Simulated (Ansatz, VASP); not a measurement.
**Two plane-wave programs on KF**

```
CELL_PARAMETERS angstrom
0.00000 2.70701 2.70701
2.70701 0.00000 2.70701
2.70701 2.70701 0.00000
ATOMIC_POSITIONS crystal
K 0.00000 0.00000 0.00000
F 0.50000 0.50000 0.50000
```

Alike in both runs: task single point; functional LDA; k mesh 9 × 9 × 9; occupations fermi-dirac, width 0.05 eV; no spin polarisation.

|  | VASP | Ansatz |
| --- | --- | --- |
| version | VASP 6.6.1 | Ansatz 0.2.0 |
| potentials or method | VASP PAW LDA potentials, release 64 (K_sv, F) | Ansatz PAW |
| plane-wave cutoff (eV) | 520 | 420 |
| valence electrons in the cell | 16 | 16 |

```tsv
	VASP	Ansatz	Ansatz less VASP
gap on the k mesh at the Fermi level (eV)	5.60	5.61	+0.015
least direct gap on the mesh (eV)	5.60	5.61	+0.015
pressure (GPa)	-4.3	-4.4	-0.06
```

LDA's correlation is that of Perdew and Zunger in VASP and of Perdew and Wang (1992) in Ansatz.

Noted on Ansatz's run: odd divisions of the mesh miss points on the zone boundary, where band edges often lie, so the gap on the mesh can be too wide.
